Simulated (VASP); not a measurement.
# Si62As (a cell with a defect) in VASP: notebook

Si62As (a cell with a defect) is run at these levels: PBE+D3(BJ); tasks: single point.

All numbers are computed with VASP 6.6.1; they aren't measurements. Logs are shortened: lines on timing, memory, paths and dates and some standing lists are left out, and cuts for length are marked.

## (1) The cell of the first run

The cell holds a defect, 63 atoms: a = 10.860 Å, b = 10.860 Å, c = 10.860 Å, α = 90.00°, β = 90.00°, γ = 90.00°.

## (2) Single point, PBE+D3(BJ), collinear spin, zero start

File INCAR:

```
  PREC = Accurate
  ENCUT = 400
  EDIFF = 1E-6
  ISMEAR = -1
  SIGMA = 0.02
  LREAL = Auto
  LASPH = T
  NELM = 200
  ALGO = Normal
  ISIF = 2
  LWAVE = F
  LCHARG = F
  ISPIN = 2
  MAGMOM = 0 0 0 0 0 0 0 0 0 0 0 0 0 0 0 0 0 0 0 0 0 0 0 0 0 0 0 0 0 0 0 0 0 0 0 0 0 0 0 0 0 0 0 0 0 0 0 0 0 0 0 0 0 0 0 0 0 0 0 0 0 0 0
  LORBIT = 11
  GGA = PE
  IVDW = 12
  NBANDS = 168
  GGA_COMPAT = F
```

File KPOINTS:

```
Automatic mesh
0
Gamma
  1 1 1
```

File POSCAR:

```
Si62As
1.0
   10.8600000000      0.0000000000      0.0000000000
    0.0000000000     10.8600000000      0.0000000000
    0.0000000000      0.0000000000     10.8600000000
Si As
62 1
Direct
    0.4998397790      0.0006360958     -0.0000966851
    0.6242531308      0.1271019337      0.1244089319
    0.7489634438      0.2512594843     -0.0016158379
    0.8731505525      0.3760580110      0.1242212707
    0.7495761510      0.0042475138      0.2497255064
   -0.0003817680      0.0007639042     -0.0010935543
    0.1224860958      0.1253047882      0.1260774401
    0.2486848066      0.2498461326      0.0000601289
    0.3737916206      0.3760426335      0.1245223757
    0.4996965009      0.5007163904     -0.0002881215
    0.6244559853      0.6265202578      0.1244881215
    0.7505607735      0.7516856354     -0.0001796501
    0.8748389503      0.8779574586      0.1258737569
    0.2456316759      0.0012783610      0.2536347145
    0.3740154696      0.1256266114      0.3749898711
    0.4981437385      0.2510996317      0.2491636280
    0.6241895028      0.3759543278      0.3731520258
    0.7491310313      0.5019325967      0.2491542357
    0.8747744015      0.6261794659      0.3746926335
    0.4988937385      0.0008290976      0.4996680479
    0.6257729282      0.1255448435      0.6226991713
    0.7494672192      0.2508881215      0.4962232044
    0.8748662063      0.3746343462      0.6225181400
    0.7533994475      0.0015629834      0.7457733886
    0.8747955801      0.1257600368      0.8743433702
   -0.0002983425      0.5005818600     -0.0001965009
    0.1246694291      0.6267599448      0.1267372007
    0.2498965009      0.7504372007      0.0007712707
    0.3734258748      0.8757106814      0.1268045120
   -0.0040966851      0.2507229282      0.2495883057
    0.1224293738      0.3743359116      0.3748507366
    0.2487151934      0.5006183241      0.2507616943
    0.3749823204      0.6253159300      0.3755380295
    0.4995967772      0.7514955801      0.2505339779
    0.6256972376      0.8778438306      0.3748537753
    0.1222313076      0.1166620626      0.6225297422
    0.2454101289      0.2469656538      0.4991433702
    0.3734794659      0.3735625230      0.6246281768
    0.4997429098      0.5004941989      0.4996098527
    0.6267225599      0.6267759669      0.6246785451
    0.7532386740      0.7546590239      0.4987465930
    0.8833211786      0.8779850829      0.6222673112
    0.2495556169     -0.0007120626      0.7497350829
    0.3750228361      0.1249759669      0.8754255064
    0.4995268877      0.2497279006      0.7489011971
    0.6243163904      0.3759205341      0.8737836096
    0.7505325046      0.5006626151      0.7488395948
    0.8753004604      0.6253404236      0.8751617864
   -0.0011732044      0.7546303867      0.2530956722
    0.1218890424      0.8779988029      0.3837405157
   -0.0004086556      0.5013666667      0.4994948435
    0.1254996317      0.6244357274      0.6253907919
    0.2494393186      0.7510116943      0.5011487109
    0.3758256906      0.8750439227      0.6254603131
   -0.0011179558      0.2471784530      0.7456813996
    0.1246210866      0.3735678637      0.8735934622
    0.2500038674      0.4996348066      0.7500619705
    0.3753761510      0.6251152855      0.8753954880
    0.5006732044      0.7504362799      0.7498346225
    0.6267687845      0.8756173112      0.8734749540
    0.0010248619      0.7508721915      0.7493042357
    0.1253772560      0.8748156538      0.8757792818
    0.8882453039      0.1120998158      0.3884906077
```

Potentials or basis: VASP PAW PBE potentials, release 64 (Si, As).

On the command line:

```
> cat potpaw_PBE.64/Si/POTCAR potpaw_PBE.64/As/POTCAR > POTCAR
> mpirun -np 1 vasp_gam > vasp.out
```

OUTCAR:

```text
PREC = Accurate
   ENCUT = 400
   EDIFF = 1E-6
   ISMEAR = -1
   LREAL = Auto
   LASPH = T
   NELM = 200
   ISIF = 2
   ISPIN = 2
   LORBIT = 11
   GGA = PE
   IVDW = 12
 IVDW          = 12

 ion  position               nearest neighbor table
   1  0.500  0.001  1.000-  44 2.34   2 2.35  29 2.37  60 2.37
   2  0.624  0.127  0.124-   5 2.34  16 2.35   3 2.35   1 2.35
   3  0.749  0.251  0.998-  46 2.34   4 2.35   2 2.35  25 2.35
   4  0.873  0.376  0.124-  30 2.34   3 2.35  18 2.35  26 2.35
   5  0.750  0.004  0.250-   2 2.34  13 2.35  35 2.35  63 2.43
   6  1.000  0.001  0.999-  25 2.35  13 2.35   7 2.35  62 2.35
[... 43 lines left out ...]
  50  0.122  0.878  0.384-  53 2.33  49 2.37  14 2.37
  51  1.000  0.501  0.499-  19 2.35  23 2.35  31 2.35  52 2.35
  52  0.125  0.624  0.625-  57 2.34  53 2.35  61 2.35  51 2.35
  53  0.249  0.751  0.501-  50 2.33  54 2.35  52 2.35  33 2.36
  54  0.376  0.875  0.625-  59 2.34  20 2.35  53 2.35  43 2.35
  55  0.999  0.247  0.746-  25 2.35  23 2.35  36 2.36  56 2.38
  56  0.125  0.374  0.874-   8 2.35  57 2.35  26 2.37  55 2.38
  57  0.250  0.500  0.750-  52 2.34  56 2.35  38 2.35  58 2.36
  58  0.375  0.625  0.875-  10 2.34  28 2.36  59 2.36  57 2.36
  59  0.501  0.750  0.750-  54 2.34  40 2.35  60 2.35  58 2.36
  60  0.627  0.876  0.873-  12 2.35  59 2.35   1 2.37  24 2.38
  61  0.001  0.751  0.749-  42 2.33  62 2.35  52 2.35  48 2.36
  62  0.125  0.875  0.876-  28 2.34  43 2.35  61 2.35   6 2.35
  63  0.888  0.112  0.388-  30 2.43   5 2.43  22 2.43

  LATTYP: Found a simple cubic cell.
 ALAT       =    10.8600000000

  Lattice vectors:

 A1 = (  10.8600000000,   0.0000000000,   0.0000000000)
 A2 = (   0.0000000000,  10.8600000000,   0.0000000000)
 A3 = (   0.0000000000,   0.0000000000,  10.8600000000)

Analysis of symmetry for initial positions (statically):
=====================================================================
 Subroutine PRICEL returns:
 Original cell was already a primitive cell.

 Routine SETGRP: Setting up the symmetry group for a
 simple cubic supercell.

 Subroutine GETGRP returns: Found  1 space group operations
 (whereof  1 operations were pure point group operations)
 out of a pool of 48 trial point group operations.

The static configuration has the point symmetry C_1 .

Analysis of symmetry for dynamics (positions and initial velocities):
=====================================================================
 Subroutine PRICEL returns:
 Original cell was already a primitive cell.

 Routine SETGRP: Setting up the symmetry group for a
 simple cubic supercell.

 Subroutine GETGRP returns: Found  1 space group operations
 (whereof  1 operations were pure point group operations)
 out of a pool of 48 trial point group operations.

The dynamic configuration has the point symmetry C_1 .

Analysis of structural, dynamic, and magnetic symmetry:
=====================================================================
 Subroutine PRICEL returns:
 Original cell was already a primitive cell.

 Routine SETGRP: Setting up the symmetry group for a
 simple cubic supercell.

 Subroutine GETGRP returns: Found  1 space group operations
 (whereof  1 operations were pure point group operations)
 out of a pool of 48 trial point group operations.

The overall configuration has the point symmetry C_1 .

 Subroutine INISYM returns: Found  1 space group operations
 (whereof  1 operations are pure point group operations),
 and found     1 'primitive' translations

----------------------------------------------------------------------------------------

                                     Primitive cell

  volume of cell :    1280.8241

  direct lattice vectors                    reciprocal lattice vectors
    10.860000000  0.000000000  0.000000000     0.092081031  0.000000000  0.000000000
     0.000000000 10.860000000  0.000000000     0.000000000  0.092081031  0.000000000
     0.000000000  0.000000000 10.860000000     0.000000000  0.000000000  0.092081031

[... 180 lines left out ...]
   NELM   =    200;   NELMIN=  2; NELMDL= -5     # of ELM steps
   EDIFF  = 0.1E-05   stopping-criterion for ELM
   LREAL  =      T    real-space projection
   EDIFFG = 0.1E-04   stopping-criterion for IOM
   NSW    =      0    number of steps for IOM
   IBRION =     -1    ionic relax: 0-MD 1-quasi-New 2-CG
   NFREE  =      0    steps in history (QN), initial steepest desc. (CG)
   ISIF   =      2    stress and relaxation
   ISYM   =      2    0-nonsym 1-usesym 2-fastsym
   POTIM  = 0.5000    time-step for ionic-motion
   TEBEG  =    0.0;   TEEND  =   0.0 temperature during run
   PSTRESS=    0.0 pullay stress
   NELECT =     253.0000    total number of electrons
   NUPDOWN=      -1.0000    fix difference up-down
   EMIN   =  10.00;   EMAX   =-10.00  energy-range for DOS
   EFERMI =   0.00;   METHOD = LEGACY
   ISMEAR =    -1;   SIGMA  =   0.02  broadening in eV -4-tet -1-fermi 0-gaus
   EFERMI_NEDOS =   21; number of points for ismear=-14 and -15
   IALGO  =     38    algorithm
   IMIX   =      4    mixing-type and parameters
     AMIX     =   0.40;   BMIX     =  1.00
     AMIX_MAG =   1.60;   BMIX_MAG =  1.00
  volume/ion in A,a.u.               =      20.33       137.20
  Fermi-wavevector in a.u.,A,eV,Ry     =   0.953422  1.801706 12.367880  0.909014
  Thomas-Fermi vector in A             =   2.082076
   LORBIT       =     11    0 simple, 1 ext, 2 COOP (PROOUT), +10 PAW based schemes
   GGA     = PE    functional components
   LHFCALC =     F    Hartree Fock is set to
   AEXX    =    0.0000 exact exchange contribution
   IVDW    =    12    specifies the selected vdW correction
   LEPSILON=     F    determine dielectric tensor
   LRPA    =     F    only Hartree local field effects (RPA)
 spin polarized calculation
  energy-cutoff  :      400.00
  volume of cell :     1280.82
 maximum number of plane-waves:     11564
 NGX is ok and might be reduce to    70
   NGX = 35   NGY = 35   NGZ = 35

 number of electron     252.9999973 magnetization       0.0285127

 number of electron     252.9999973 magnetization      -0.0002136

 Free energy of the ion-electron system (eV)
  ---------------------------------------------------
  ext. energy  EPLUGINS =         0.00000000
  ---------------------------------------------------
  free energy    TOTEN  =      -332.00692308 eV

  energy without entropy =     -331.96136042  energy(sigma->0) =     -331.98414175

 E-fermi :   6.2900     XC(G=0):  -9.3450

 val. band max:        5.8391824835   @ k =   0.0000   0.0000   0.0000
 cond. band min:       6.3107395774   @ k =   0.0000   0.0000   0.0000
 fundamental gap:      0.4715570939
 Fermi energy:         6.2900180189

 spin component 1

 k-point     1 :       0.0000    0.0000    0.0000
  band No.  band energies     occupation
      1      -6.3423      1.00000
      2      -5.7819      1.00000
      3      -5.1657      1.00000
      4      -5.1655      1.00000
      5      -5.1468      1.00000
      6      -5.1466      1.00000
[... 130 lines left out ...]
    137       6.8518      0.00000
    138       6.9437      0.00000
 Fermi energy:         6.2900180189

 spin component 2

 k-point     1 :       0.0000    0.0000    0.0000
  band No.  band energies     occupation
      1      -6.3423      1.00000
      2      -5.7819      1.00000
      3      -5.1658      1.00000
      4      -5.1655      1.00000
      5      -5.1468      1.00000
      6      -5.1466      1.00000
[... 130 lines left out ...]
    137       6.8518      0.00000
    138       6.9437      0.00000
 [bands above 138 left out]

------------------------ aborting loop because EDIFF is reached ----------------------------------------

 Edisp (eV)  -19.96051

 E6    (eV) :   -11.6818

 E8    (eV) :    -8.2787

  FORCE on cell =-STRESS in cart. coord.  units (eV):
  Direction    XX          YY          ZZ          XY          YZ          ZX
  --------------------------------------------------------------------------------------
  -------------------------------------------------------------------------------------
  Total      -3.22134    -3.20557    -3.19851    -4.53866    -4.43687     4.63213
  in kB      -4.02956    -4.00983    -4.00100    -5.67740    -5.55006     5.79432
  external pressure =       -4.01 kB  Pullay stress =        0.00 kB

 VOLUME and BASIS-vectors are now :
 -----------------------------------------------------------------------------
  energy-cutoff  :      400.00
  volume of cell :     1280.82
      direct lattice vectors                 reciprocal lattice vectors
    10.860000000  0.000000000  0.000000000     0.092081031  0.000000000  0.000000000
     0.000000000 10.860000000  0.000000000     0.000000000  0.092081031  0.000000000
     0.000000000  0.000000000 10.860000000     0.000000000  0.000000000  0.092081031

 POSITION                                       TOTAL-FORCE (eV/Angst)
 -----------------------------------------------------------------------------------
      5.42826      0.00691     10.85895         0.003904     -0.000804      0.000079
      6.77939      1.38033      1.35108        -0.004504      0.003333     -0.003649
      8.13374      2.72868     10.84245        -0.001194      0.003850     -0.001302
      9.48242      4.08399      1.34904        -0.005980      0.005340     -0.003757
      8.14040      0.04613      2.71202        -0.003576      0.002663     -0.006293
     10.85585      0.00830     10.84812        -0.000318      0.001929      0.017196
[... 55 lines left out ...]
      1.36160      9.50050      9.51096        -0.005770      0.005363      0.000421
      9.64634      1.21740      4.21901        -0.000374     -0.001608      0.010224
 -----------------------------------------------------------------------------------
    total drift:                                0.011236     -0.001755      0.012262

  FREE ENERGIE OF THE ION-ELECTRON SYSTEM (eV)
  ---------------------------------------------------
  free  energy   TOTEN  =      -351.9674351529 eV

  energy  without entropy=     -351.9218724907  energy(sigma->0) =     -351.94465382

 total charge

# of ion       s       p       d       tot
------------------------------------------
    1        0.745   0.943   0.000   1.688
    2        0.741   0.959   0.000   1.700
    3        0.738   0.961   0.000   1.699
    4        0.741   0.959   0.000   1.700
    5        0.742   0.929   0.000   1.671
    6        0.737   0.962   0.000   1.699
[... 55 lines left out ...]
   62        0.739   0.962   0.000   1.701
   63        1.277   1.471   0.037   2.785
--------------------------------------------------
tot         47.314  60.230   0.037 107.581

 magnetization (x)

# of ion       s       p       d       tot
------------------------------------------
    1        0.000   0.000   0.000   0.000
    2       -0.000  -0.000   0.000  -0.000
    3        0.000  -0.000   0.000  -0.000
    4        0.000   0.000   0.000   0.000
    5       -0.000  -0.000   0.000  -0.000
    6        0.000   0.000   0.000   0.000
[... 55 lines left out ...]
   62        0.000   0.000   0.000   0.000
   63        0.000  -0.000  -0.000  -0.000
--------------------------------------------------
tot         -0.000  -0.000  -0.000  -0.000
```

It took 20 min on 1 thread of Intel Xeon 8259CL, shared host; peak memory 1.1 GiB.

Results:

```
Free energy                                           : -351.9674 eV
Pressure                                              : -0.4 GPa
Largest force                                         : 0.020 eV/Å
Net moment                                            : 0.00 μB per cell
Valence electrons inside the program's atomic spheres : Si 1.69, 1.70, 1.67, 1.68, 1.64 (each value once); As 2.79
Dispersion energy per atom                            : -0.317 eV
```

Forces in eV/Å, atoms in the order of the input:
```
Si   0.004 -0.001  0.000
Si  -0.005  0.003 -0.004
Si  -0.001  0.004 -0.001
Si  -0.006  0.005 -0.004
Si  -0.004  0.003 -0.006
Si   0.000  0.002  0.017
Si  -0.002  0.004 -0.009
Si  -0.004 -0.011 -0.011
Si  -0.008 -0.001  0.002
Si   0.005 -0.002  0.005
Si  -0.001  0.008 -0.002
Si   0.002 -0.005 -0.001
Si   0.001  0.003 -0.012
Si  -0.007  0.002 -0.004
Si   0.004 -0.005 -0.002
Si  -0.001  0.010 -0.005
Si  -0.006  0.007 -0.005
Si  -0.005  0.005 -0.002
Si  -0.002 -0.009 -0.001
Si   0.020  0.005 -0.001
Si  -0.006 -0.005 -0.008
Si  -0.002  0.001  0.004
Si  -0.003  0.005 -0.002
Si   0.000 -0.001  0.000
Si  -0.002 -0.006 -0.005
Si  -0.003 -0.004 -0.001
Si   0.000  0.001  0.011
Si   0.002 -0.004  0.007
Si   0.000  0.000  0.009
Si   0.007  0.001 -0.010
Si  -0.007  0.011  0.004
Si   0.002  0.001 -0.002
Si   0.008 -0.006 -0.004
Si   0.001  0.005  0.008
Si  -0.011  0.000 -0.001
Si  -0.007 -0.012  0.003
Si   0.011  0.003 -0.003
Si  -0.008 -0.003  0.005
Si   0.007  0.000  0.006
Si   0.004  0.002 -0.010
Si  -0.003  0.000  0.010
Si   0.017  0.002 -0.003
Si   0.002  0.013 -0.004
Si   0.006  0.005  0.006
Si   0.001 -0.001 -0.004
Si  -0.003 -0.001 -0.006
Si   0.007 -0.001  0.001
Si   0.006 -0.005  0.003
Si   0.007  0.001  0.008
Si   0.004 -0.002  0.010
Si   0.002 -0.005  0.002
Si  -0.005  0.002  0.001
Si  -0.002 -0.006 -0.012
Si  -0.009  0.001  0.000
Si   0.002 -0.004  0.003
Si   0.003 -0.003  0.000
Si   0.001 -0.012 -0.003
Si  -0.005  0.000 -0.002
Si   0.013 -0.001  0.005
Si   0.001  0.007  0.001
Si  -0.013 -0.011  0.008
Si  -0.006  0.005  0.000
As   0.000 -0.002  0.010
```

Stress tensor (GPa, compression positive):
```
-0.40 -0.57  0.58
-0.57 -0.40 -0.56
 0.58 -0.56 -0.40
```

Caveat: the k points lie up to 0.58 Å⁻¹ apart.

(Continued in part 2 of 2.)
